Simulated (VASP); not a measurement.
# MnO (R-3m) in VASP: notebook

Runs on MnO. Level: PBE+U. Tasks: single point.

Everything below comes from runs of VASP 6.6.1. Logs are shortened: lines on timing, memory, paths and dates and some standing lists are left out, and cuts for length are marked.

### 1 The cell of the first run

The typed cell holds 2 atoms: a = 3.205 Å, b = 3.205 Å, c = 3.205 Å, α = 60.02°, β = 60.02°, γ = 60.02°.

### 2 Single point, PBE+U, collinear spin, ferromagnetic start (11.64 Å³/atom)

Input file INCAR:

```
ALGO     = Normal         # electronic algorithm
EDIFF    = 1E-6           # SCF threshold, eV
ENCUT    = 520            # plane-wave cutoff, eV
GGA      = PE             # functional
ISIF     = 2              # what is computed and relaxed
ISMEAR   = 0              # smearing method
ISPIN    = 2              # spin polarisation
LASPH    = T              # aspherical terms in the spheres
LCHARG   = F              # write CHGCAR
LDAU     = T              # DFT+U
LDAUJ    = 0 0          
LDAUL    = 2 -1           # shell
LDAUPRINT= 1            
LDAUTYPE = 2            
LDAUU    = 3.9 0          # U, eV
LMAXMIX  = 4              # l up to which the mixer works
LORBIT   = 11             # projections on sites
LREAL    = F              # projectors in reciprocal space
LWAVE    = F              # write WAVECAR
MAGMOM   = 4.76 0.18      # initial moments
NBANDS   = 20             # bands
NELM     = 150            # most SCF steps
PREC     = Accurate       # precision mode
SIGMA    = 0.05           # smearing width, eV
```

Input file KPOINTS:

```
k-points
0
Gamma
  12 12 12
```

Input file POSCAR:

```
MnO
1.0
    1.6028713227      0.9254181914      2.6162228922
   -1.6028713227      0.9254181914      2.6162228922
    0.0000000000     -1.8508363775      2.6162228940
Mn O
1 1
Direct
    1.0000000000      0.0000000000      0.0000000000
    0.5000000000      0.5000000000      0.5000000000
```

Potentials or basis: VASP PAW PBE potentials, release 64 (Mn_pv, O).

Command:

```bash
$ cat potpaw_PBE.64/Mn_pv/POTCAR potpaw_PBE.64/O/POTCAR > POTCAR
$ mpirun -np 1 vasp_std > vasp.out
```

OUTCAR:

```text
EDIFF = 1E-6
   ENCUT = 520
   GGA = PE
   ISIF = 2
   ISMEAR = 0
   ISPIN = 2
   LASPH = T
   LORBIT = 11
   LREAL = F
   NELM = 150
   PREC = Accurate

 ion  position               nearest neighbor table
   1  0.000  0.000  0.000-   2 2.27   2 2.27   2 2.27   2 2.27   2 2.27   2 2.27
   2  0.500  0.500  0.500-   1 2.27   1 2.27   1 2.27   1 2.27   1 2.27   1 2.27

  LATTYP: Found a trigonal (rhomboedric) cell.
 ALAT       =     3.2047180106
 COS(alpha) =     0.4996802219

  Lattice vectors:

 A1 = (   1.6028713227,   0.9254181914,   2.6162228922)
 A2 = (  -1.6028713227,   0.9254181914,   2.6162228922)
 A3 = (   0.0000000000,  -1.8508363775,   2.6162228940)

Analysis of symmetry for initial positions (statically):
=====================================================================
 Subroutine PRICEL returns:
 Original cell was already a primitive cell.

 Routine SETGRP: Setting up the symmetry group for a
 trigonal (rhombohedral) supercell.

 Subroutine GETGRP returns: Found 12 space group operations
 (whereof 12 operations were pure point group operations)
 out of a pool of 12 trial point group operations.

The static configuration has the point symmetry D_3d.

Analysis of symmetry for dynamics (positions and initial velocities):
=====================================================================
 Subroutine PRICEL returns:
 Original cell was already a primitive cell.

 Routine SETGRP: Setting up the symmetry group for a
 trigonal (rhombohedral) supercell.

 Subroutine GETGRP returns: Found 12 space group operations
 (whereof 12 operations were pure point group operations)
 out of a pool of 12 trial point group operations.

The dynamic configuration has the point symmetry D_3d.

Analysis of structural, dynamic, and magnetic symmetry:
=====================================================================
 Subroutine PRICEL returns:
 Original cell was already a primitive cell.

 Routine SETGRP: Setting up the symmetry group for a
 trigonal (rhombohedral) supercell.

 Subroutine GETGRP returns: Found 12 space group operations
 (whereof 12 operations were pure point group operations)
 out of a pool of 12 trial point group operations.

The overall configuration has the point symmetry D_3d.

 Subroutine INISYM returns: Found 12 space group operations
 (whereof 12 operations are pure point group operations),
 and found     1 'primitive' translations

----------------------------------------------------------------------------------------

                                     Primitive cell

  volume of cell :      23.2843

  direct lattice vectors                    reciprocal lattice vectors
     1.602871323  0.925418191  2.616222892     0.311940199  0.180098758  0.127410143
    -1.602871323  0.925418191  2.616222892    -0.311940199  0.180098758  0.127410143
     0.000000000 -1.850836378  2.616222894     0.000000000 -0.360197516  0.127410143

  length of vectors
     3.204718011  3.204718011  3.204718011     0.382067527  0.382067527  0.382067527

  position of ions in fractional coordinates (direct lattice)
     0.000000000  0.000000000  0.000000000
     0.500000000  0.500000000  0.500000000

  ion indices of the primitive-cell ions
   primitive index   ion index
                 1           1
                 2           2

----------------------------------------------------------------------------------------
[... 68 lines left out ...]
   ENCUT  =  520.0 eV  38.22 Ry    6.18 a.u.   5.96  5.96  5.96*2*pi/ulx,y,z
   NELM   =    150;   NELMIN=  2; NELMDL= -5     # of ELM steps
   EDIFF  = 0.1E-05   stopping-criterion for ELM
   LREAL  =      F    real-space projection
   EDIFFG = 0.1E-04   stopping-criterion for IOM
   NSW    =      0    number of steps for IOM
   IBRION =     -1    ionic relax: 0-MD 1-quasi-New 2-CG
   NFREE  =      0    steps in history (QN), initial steepest desc. (CG)
   ISIF   =      2    stress and relaxation
   ISYM   =      2    0-nonsym 1-usesym 2-fastsym
   POTIM  = 0.5000    time-step for ionic-motion
   TEBEG  =    0.0;   TEEND  =   0.0 temperature during run
   PSTRESS=    0.0 pullay stress
   NELECT =      19.0000    total number of electrons
   NUPDOWN=      -1.0000    fix difference up-down
   EMIN   =  10.00;   EMAX   =-10.00  energy-range for DOS
   EFERMI =   0.00;   METHOD = LEGACY
   ISMEAR =     0;   SIGMA  =   0.05  broadening in eV -4-tet -1-fermi 0-gaus
   EFERMI_NEDOS =   21; number of points for ismear=-14 and -15
   IALGO  =     38    algorithm
   IMIX   =      4    mixing-type and parameters
     AMIX     =   0.40;   BMIX     =  1.00
     AMIX_MAG =   1.60;   BMIX_MAG =  1.00
  volume/ion in A,a.u.               =      11.64        78.57
  Fermi-wavevector in a.u.,A,eV,Ry     =   1.529813  2.890928 31.842111  2.340329
  Thomas-Fermi vector in A             =   2.637383
   LORBIT       =     11    0 simple, 1 ext, 2 COOP (PROOUT), +10 PAW based schemes
 LDA+U is selected, type is set to LDAUTYPE =  2
   angular momentum for each species LDAUL =     2   -1
   U (eV)           for each species LDAUU =   3.9  0.0
   J (eV)           for each species LDAUJ =   0.0  0.0
   GGA     = PE    functional components
   LHFCALC =     F    Hartree Fock is set to
   AEXX    =    0.0000 exact exchange contribution
   IVDW    =     0    specifies the selected vdW correction
   LEPSILON=     F    determine dielectric tensor
   LRPA    =     F    only Hartree local field effects (RPA)
 spin polarized calculation
 Gauss-broadening in eV      SIGMA  =   0.05
  energy-cutoff  :      520.00
  volume of cell :       23.28
 maximum number of plane-waves:       642
   NGX = 11   NGY = 11   NGZ = 11

atom =   1  type =  1  l = 2

 onsite density matrix

spin component  1

  0.9513  0.0000  0.0000 -0.0152  0.0000
  0.0000  0.9620 -0.0000  0.0000 -0.0152
  0.0000 -0.0000  0.9405  0.0000  0.0000
 -0.0152  0.0000  0.0000  0.9620 -0.0000
  0.0000 -0.0152  0.0000 -0.0000  0.9513

spin component  2

  0.0336 -0.0000 -0.0000 -0.0232  0.0000
 -0.0000  0.0499 -0.0000 -0.0000 -0.0232
 -0.0000 -0.0000  0.0171  0.0000  0.0000
 -0.0232 -0.0000  0.0000  0.0499  0.0000
  0.0000 -0.0232  0.0000  0.0000  0.0336

 occupancies and eigenvectors

  o =  0.0171  v =  0.0000  0.0000  0.0000  0.0000  0.0000  0.0000 -0.0000  1.0000  0.0000 -0.0000      0.0000  0.0000  0.0000  0.0000  0.0000  0.0000  0.0000  0.0000  0.0000  0.0000
  o =  0.0171  v =  0.0000  0.0000  0.0000  0.0000  0.0000  0.0000  0.5775  0.0000  0.0000  0.8164      0.0000  0.0000  0.0000  0.0000  0.0000  0.0000  0.0000  0.0000  0.0000  0.0000
  o =  0.0171  v =  0.0000  0.0000  0.0000  0.0000  0.0000  0.8164 -0.0000 -0.0000  0.5775 -0.0000      0.0000  0.0000  0.0000  0.0000  0.0000  0.0000  0.0000  0.0000  0.0000  0.0000
  o =  0.0664  v =  0.0000  0.0000  0.0000  0.0000  0.0000  0.5775 -0.0000 -0.0000 -0.8164  0.0000      0.0000  0.0000  0.0000  0.0000  0.0000  0.0000  0.0000  0.0000  0.0000  0.0000
  o =  0.0664  v =  0.0000  0.0000  0.0000  0.0000  0.0000  0.0000 -0.8164  0.0000  0.0000  0.5775      0.0000  0.0000  0.0000  0.0000  0.0000  0.0000  0.0000  0.0000  0.0000  0.0000
  o =  0.9405  v = -0.0000 -0.0000  1.0000 -0.0000 -0.0000  0.0000  0.0000  0.0000  0.0000  0.0000      0.0000  0.0000  0.0000  0.0000  0.0000  0.0000  0.0000  0.0000  0.0000  0.0000
  o =  0.9405  v =  0.0000  0.5777  0.0000  0.0000  0.8163  0.0000  0.0000  0.0000  0.0000  0.0000      0.0000  0.0000  0.0000  0.0000  0.0000  0.0000  0.0000  0.0000  0.0000  0.0000
  o =  0.9405  v = -0.8163  0.0000  0.0000 -0.5777  0.0000  0.0000  0.0000  0.0000  0.0000  0.0000      0.0000  0.0000  0.0000  0.0000  0.0000  0.0000  0.0000  0.0000  0.0000  0.0000
  o =  0.9727  v = -0.5777  0.0000 -0.0000  0.8163 -0.0000  0.0000  0.0000  0.0000  0.0000  0.0000      0.0000  0.0000  0.0000  0.0000  0.0000  0.0000  0.0000  0.0000  0.0000  0.0000
  o =  0.9727  v =  0.0000  0.8163 -0.0000 -0.0000 -0.5777  0.0000  0.0000  0.0000  0.0000  0.0000      0.0000  0.0000  0.0000  0.0000  0.0000  0.0000  0.0000  0.0000  0.0000  0.0000

 number of electron      19.0000005 magnetization       5.0000018

 Free energy of the ion-electron system (eV)
  ---------------------------------------------------
  ext. energy  EPLUGINS =         0.00000000
  ---------------------------------------------------
  free energy    TOTEN  =       -15.48407238 eV

  energy without entropy =      -15.48405616  energy(sigma->0) =      -15.48406427

 E-fermi :   6.1540     XC(G=0): -11.4868

 val. band max:        6.0798039035   @ k =   0.5000   0.5000   0.5000
 cond. band min:       6.1844763249   @ k =   0.0000   0.0000   0.0000
 fundamental gap:      0.1046724214
 Fermi energy:         6.1540286351

 spin component 1

 k-point     1 :       0.0000    0.0000    0.0000
  band No.  band energies     occupation
      1     -43.5994      1.00000
      2     -43.5991      1.00000
      3     -43.5991      1.00000
      4     -12.6756      1.00000
      5       2.0693      1.00000
      6       2.0693      1.00000
[... 1097 lines left out ...]
     19      29.1525      0.00000
     20      31.4291      0.00000

 [... further k-points ...]

------------------------ aborting loop because EDIFF is reached ----------------------------------------

  FORCE on cell =-STRESS in cart. coord.  units (eV):
  Direction    XX          YY          ZZ          XY          YZ          ZX
  --------------------------------------------------------------------------------------
  -------------------------------------------------------------------------------------
  Total       -0.2185756     -0.2185756     -0.2078288      0.0000000      0.0000000      0.0000000
  in kB      -15.0400593    -15.0400593    -14.3005766      0.0000000      0.0000000      0.0000000
  external PRESSURE =     -14.7935651 kB  Pullay stress =       0.0000000 kB

 VOLUME and BASIS-vectors are now :
 -----------------------------------------------------------------------------
  energy-cutoff  :      520.00
  volume of cell :       23.28
      direct lattice vectors                 reciprocal lattice vectors
     1.602871323  0.925418191  2.616222892     0.311940199  0.180098758  0.127410143
    -1.602871323  0.925418191  2.616222892    -0.311940199  0.180098758  0.127410143
     0.000000000 -1.850836378  2.616222894     0.000000000 -0.360197516  0.127410143

 POSITION                                       TOTAL-FORCE (eV/Angst)
 -----------------------------------------------------------------------------------
      0.00000      0.00000      0.00000         0.000000      0.000000      0.000000
      0.00000      0.00000      3.92433         0.000000      0.000000     -0.000000
 -----------------------------------------------------------------------------------
    total drift:                               -0.000000     -0.000000     -0.000000

  FREE ENERGIE OF THE ION-ELECTRON SYSTEM (eV)
  ---------------------------------------------------
  free  energy   TOTEN  =       -15.4840723799 eV

  energy  without entropy=      -15.4840561573  energy(sigma->0) =      -15.48406427

 total charge

# of ion       s       p       d       tot
------------------------------------------
    1        0.198   6.164   4.933  11.295
    2        1.555   3.427   0.000   4.981
--------------------------------------------------
tot          1.753   9.591   4.933  16.277

 magnetization (x)

# of ion       s       p       d       tot
------------------------------------------
    1        0.033   0.025   4.573   4.631
    2        0.022   0.119   0.000   0.141
--------------------------------------------------
tot          0.055   0.144   4.573   4.772
```

It took 3.4 min on 1 thread of Intel Xeon 8259CL, shared host; peak memory 0.22 GiB.

Results:

- Free energy: -15.4841 eV
- Pressure: -1.5 GPa
- Band gap on the k mesh: 0.10 eV (least direct gap 2.26 eV)
- Net moment: 5.00 μB per cell
- Site moments: Mn +4.63; O +0.14 μB
- Valence electrons inside the program's atomic spheres: Mn 11.29; O 4.98

Levels at points of the mesh, in eV from the valence-band top:
Spin up:
```tsv
k point	band 10	band 11	band 12	band 13	band 14	band 15
(0.00, 0.00, 0.00)	-2.43	-2.43	-2.43	0.10	14.60	16.05
(0.50, 0.00, 0.00)	-2.48	0.00	0.00	4.19	8.13	12.27
(0.50, 0.50, 0.00)	-3.08	-3.08	-3.01	5.36	8.47	10.28
(0.50, 0.50, 0.50)	-2.48	0.00	0.00	4.18	8.13	12.26
```
Spin down:
| k point | band 3 | band 4 | band 5 | band 6 | band 7 | band 8 | band 9 | band 10 | band 11 | band 12 |
| --- | --- | --- | --- | --- | --- | --- | --- | --- | --- | --- |
| (0.00, 0.00, 0.00) | -44.71 | -18.42 | -2.16 | -2.16 | -2.15 | 1.45 | 3.39 | 3.39 | 3.39 | 3.93 |
| (0.50, 0.00, 0.00) | -44.71 | -17.57 | -5.90 | -3.25 | -3.25 | 4.36 | 4.66 | 4.66 | 5.24 | 5.86 |
| (0.50, 0.50, 0.00) | -44.73 | -17.53 | -5.11 | -3.10 | -3.10 | 1.62 | 4.48 | 4.53 | 5.15 | 5.15 |
| (0.50, 0.50, 0.50) | -44.71 | -17.56 | -5.90 | -3.25 | -3.25 | 4.36 | 4.66 | 4.66 | 5.24 | 5.86 |

Eigenvalues of the final occupation matrices:
```
    site  spin  trace               eigenvalues
site 1 d     1   4.77  0.94 0.94 0.94 0.97 0.97
site 1 d     2   0.18  0.02 0.02 0.02 0.07 0.07
```

Caveat: a cell with one magnetic atom can't hold antiferromagnetic order, which such compounds often take.

(Continued in part 2 of 2.)
